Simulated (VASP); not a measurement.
# Mg32O30F (a cell with a defect) in VASP: a series of runs, part 3 of 3

VASP 6.6.1. The steps go on from the part before.

### 5 Single point, PBE

The input, INCAR:

```
PREC = Accurate
ENCUT = 520
EDIFF = 1E-6
ISMEAR = 0
SIGMA = 0.02
LREAL = Auto
LASPH = T
NELM = 60
ALGO = Normal
ISIF = 2
LWAVE = F
LCHARG = T
GGA = PE
LELF = T
LVHAR = T
NBANDS = 162
NELECT = 250.0
```

The input, KPOINTS:

```
regular mesh
0
Gamma
  1 1 1
```

The input, POSCAR:

```
Mg32O30F
1.0
    8.6060000000      0.0000000000      0.0000000000
    0.0000000000      8.6060000000      0.0000000000
    0.0000000000      0.0000000000      8.6060000000
Mg O F
32 30 1
Direct
    0.5004143621     -0.0000697188     -0.0151726702
    0.7497093888      0.2503062979      0.0001943993
    0.7651043458     -0.0000696026      0.2494851267
   -0.0022296073     -0.0000730885     -0.0041973042
    0.2499539856      0.2519832675     -0.0013508018
    0.5005318383      0.5000016268     -0.0009028585
    0.7497055543      0.7495872647      0.0001984662
    0.2313367418      0.0000628631      0.2399235417
    0.4972597025      0.2613860098      0.2526315361
    0.7508069951      0.5000016268      0.2493754357
    0.5099618871      0.0000644899      0.5185950500
    0.7512521497      0.2519854752      0.4999496863
    0.7540920288     -0.0000733209      0.7521204973
   -0.0001808041      0.4999760632     -0.0020553102
    0.2499719963      0.7479761794     -0.0012707413
    0.0000342784      0.2530671624      0.2491352545
    0.2473964676      0.4999178480      0.2477243783
    0.4972108994      0.7384951197      0.2526789449
   -0.0038245410     -0.0000641413      0.5022581920
    0.2502587729      0.2551981176      0.4996357193
    0.5021806879      0.4999184290      0.5024972112
    0.7511703463      0.7479736231      0.4999301650
    0.2476382756     -0.0000641413      0.7537366953
    0.5007724843      0.2530685568      0.7498721822
    0.7519692075      0.4999755984      0.7500897049
    0.0001385080      0.7468961190      0.2491629096
   -0.0001237509      0.4999911690      0.4997843365
    0.2503216361      0.7447184522      0.4995732047
    0.0010027888      0.2511228213      0.7489043690
    0.2501216593      0.4999910528      0.7500295143
    0.5007452940      0.7468942598      0.7497678364
    0.0010188241      0.7487635371      0.7488875203
    0.7453006042      0.2450497327      0.2502677202
   -0.0016031838      0.4999590983      0.2487762026
    0.0001570997      0.2498276784      0.4983843830
    0.2495076691      0.2498688125      0.2486709273
    0.4999134325      0.4999135487      0.2499824541
    0.7452613293      0.7548312805      0.2502683012
   -0.0013324425     -0.0001013247      0.2475108064
    0.5012498257      0.2498685801      0.5003915873
    0.7507033465      0.4999535208      0.4986461771
    0.0001798745      0.7500621659      0.4983885661
    0.7502391355      0.2491812689      0.7501483848
    0.0008855450      0.4999535208      0.7490225424
   -0.0002420404      0.2491727864     -0.0003293051
    0.2495505461      0.7499987218      0.2487225192
    0.2511833604      0.4999144783      0.4987089240
    0.5011995120      0.7499960493      0.5003504532
    0.7498711364     -0.0000831978      0.4974717639
    0.2515171973      0.2498401116      0.7497429700
    0.5011266558      0.4999584011      0.7515153381
    0.7502366953      0.7507027655      0.7501426911
   -0.0007029979     -0.0000571694      0.7505985359
    0.4996396700      0.2450547293      0.0046005113
    0.7491383918      0.4999539856      0.0007752731
   -0.0002371601      0.7507113642     -0.0003266326
    0.2515142924      0.7500497327      0.7497188008
    0.5024168022     -0.0001012085      0.7512484313
    0.2512485475      0.4999544504     -0.0007854985
    0.4996414130      0.7548259354      0.0046389728
    0.7457363467     -0.0000605392      0.0041823147
    0.2524195910     -0.0000834302      0.0000018592
    0.4617473855     -0.0000352080      0.2882076458
```

Potentials or basis: VASP PAW PBE potentials, release 64 (Mg, O, F).

On the command line:

```sh
$ cat potpaw_PBE.64/Mg/POTCAR potpaw_PBE.64/O/POTCAR potpaw_PBE.64/F/POTCAR > POTCAR
$ mpirun -np 1 vasp_gam > vasp.out
```

OUTCAR:

```text
PREC = Accurate
   ENCUT = 520
   EDIFF = 1E-6
   ISMEAR = 0
   LREAL = Auto
   LASPH = T
   NELM = 60
   ISIF = 2
   GGA = PE
   NELECT = 250.0

 ion  position               nearest neighbor table
   1  0.500  1.000  0.985-  58 2.01  60 2.12  54 2.12  61 2.12  62 2.14  63 2.63  23 2.95  13 2.96
                            31 2.97  24 2.97   7 3.04   2 3.04  15 3.06   5 3.06   8 3.19   9 3.22
   2  0.750  0.250  0.000-  55 2.15  43 2.15  45 2.15  54 2.15  33 2.15  61 2.16   4 3.03  13 3.03
                             6 3.04  10 3.04  24 3.04  16 3.04  25 3.04  14 3.04   3 3.04   1 3.04
   3  0.765  1.000  0.249-  39 2.01  38 2.12  33 2.12  61 2.12  49 2.14  63 2.63  19 2.95   4 2.96
                            26 2.97  16 2.97   7 3.04   2 3.04  22 3.06  12 3.06  11 3.19   1 3.22
   4  0.998  1.000  0.996-  53 2.11  56 2.15  45 2.15  39 2.17  61 2.17  62 2.19   8 2.91   3 2.96
                            13 2.97  23 2.99  32 3.03  29 3.03   7 3.03   2 3.03  15 3.07   5 3.07
   5  0.250  0.252  0.999-  59 2.13  50 2.14  54 2.15  36 2.15  45 2.15  62 2.17   8 3.01  30 3.02
                            23 3.02  17 3.02  14 3.03   6 3.03  29 3.03  24 3.04  16 3.05   9 3.05
   6  0.501  0.500  0.999-  51 2.13  55 2.14  59 2.15  37 2.16  60 2.19  54 2.19  18 3.00   9 3.00
                            24 3.02  31 3.02  15 3.03   5 3.03   7 3.04   2 3.04  30 3.04  25 3.05
[... 510 lines left out ...]
    137      10.5341      0.00000
 [bands above 137 left out]

------------------------ aborting loop because EDIFF is reached ----------------------------------------

  FORCE on cell =-STRESS in cart. coord.  units (eV):
  Direction    XX          YY          ZZ          XY          YZ          ZX
  --------------------------------------------------------------------------------------
  -------------------------------------------------------------------------------------
  Total      -20.4255398    -22.2043035    -20.4188446     -0.0007126      0.0027283      0.5816051
  in kB      -51.3428652    -55.8140725    -51.3260357     -0.0017913      0.0068579      1.4619575
  external PRESSURE =     -52.8276578 kB  Pullay stress =       0.0000000 kB

 VOLUME and BASIS-vectors are now :
 -----------------------------------------------------------------------------
  energy-cutoff  :      520.00
  volume of cell :      637.39
      direct lattice vectors                 reciprocal lattice vectors
     8.606000000  0.000000000  0.000000000     0.116198001  0.000000000  0.000000000
     0.000000000  8.606000000  0.000000000     0.000000000  0.116198001  0.000000000
     0.000000000  0.000000000  8.606000000     0.000000000  0.000000000  0.116198001

 POSITION                                       TOTAL-FORCE (eV/Angst)
 -----------------------------------------------------------------------------------
      4.30657      8.60540      8.47542        -0.039922     -0.000667     -0.005201
      6.45200      2.15414      0.00167        -0.015175     -0.013111      0.015408
      6.58449      8.60540      2.14707         0.001310     -0.000339      0.040581
      8.58681      8.60537      8.56988         0.027841      0.000817      0.054755
      2.15110      2.16857      8.59437        -0.013153     -0.029309      0.026926
      4.30758      4.30301      8.59823        -0.012733     -0.001728      0.012551
[... 55 lines left out ...]
      2.17232      8.60528      0.00002         0.001491      0.002984      0.059974
      3.97380      8.60570      2.48031         1.049084      0.001265     -1.052296
 -----------------------------------------------------------------------------------
    total drift:                               -0.018613      0.007874      0.020934

  FREE ENERGIE OF THE ION-ELECTRON SYSTEM (eV)
  ---------------------------------------------------
  free  energy   TOTEN  =      -370.7732702824 eV

  energy  without entropy=     -370.7732702824  energy(sigma->0) =     -370.77327028
```

It took 5.5 min on 1 thread of Intel Xeon 8259CL, shared host; peak memory 0.57 GiB.

What came out:

- Free energy: -370.7733 eV
- Largest force: 1.486 eV/Å

Forces in eV/Å, atoms in the order of the input:
```
Mg  -0.040 -0.001 -0.005
Mg  -0.015 -0.013  0.015
Mg   0.001  0.000  0.041
Mg   0.028  0.001  0.055
Mg  -0.013 -0.029  0.027
Mg  -0.013 -0.002  0.013
Mg  -0.016  0.012  0.017
Mg   0.154 -0.004  0.226
Mg   0.000  0.015  0.002
Mg  -0.013 -0.002  0.012
Mg  -0.224 -0.005 -0.156
Mg  -0.027 -0.030  0.012
Mg  -0.054  0.001 -0.028
Mg  -0.007 -0.001  0.012
Mg  -0.013  0.026  0.023
Mg  -0.007 -0.023  0.013
Mg  -0.003  0.001  0.034
Mg   0.002 -0.015  0.000
Mg   0.017  0.000  0.002
Mg  -0.038 -0.026  0.039
Mg  -0.034  0.001  0.004
Mg  -0.024  0.027  0.013
Mg  -0.002  0.000 -0.018
Mg  -0.013 -0.023  0.007
Mg  -0.012 -0.001  0.007
Mg  -0.012  0.020  0.012
Mg  -0.019 -0.002  0.016
Mg  -0.040  0.024  0.041
Mg  -0.023  0.004  0.022
Mg  -0.016 -0.002  0.019
Mg  -0.012  0.020  0.011
Mg  -0.023 -0.003  0.022
O   -0.020 -0.009  0.008
O    0.002  0.000  0.016
O   -0.036  0.015  0.026
O    0.030 -0.042  0.055
O   -0.012  0.003  0.014
O   -0.020  0.009  0.009
O    0.037  0.003  0.016
O   -0.056 -0.041 -0.028
O   -0.040  0.000  0.016
O   -0.036 -0.015  0.025
O   -0.021  0.006  0.012
O   -0.025  0.000  0.025
O   -0.011  0.006  0.021
O    0.027  0.045  0.051
O   -0.022  0.002  0.022
O   -0.054  0.044 -0.026
O   -0.056  0.003  0.000
O   -0.026  0.015  0.036
O   -0.016  0.000 -0.002
O   -0.022 -0.005  0.012
O   -0.016  0.000  0.017
O   -0.010 -0.009  0.020
O   -0.011  0.000  0.011
O   -0.011 -0.005  0.021
O   -0.026 -0.014  0.037
O   -0.018  0.003 -0.035
O   -0.015  0.001  0.039
O   -0.011  0.009  0.018
O   -0.045  0.001  0.045
O    0.001  0.003  0.060
F    1.049  0.001 -1.052
```

Caveat: the k points lie up to 0.73 Å⁻¹ apart; the cell carries a net charge on a neutralising background, which shifts energy and pressure; the cell is charged against a uniform background, so pressure and absolute levels hang on convention.
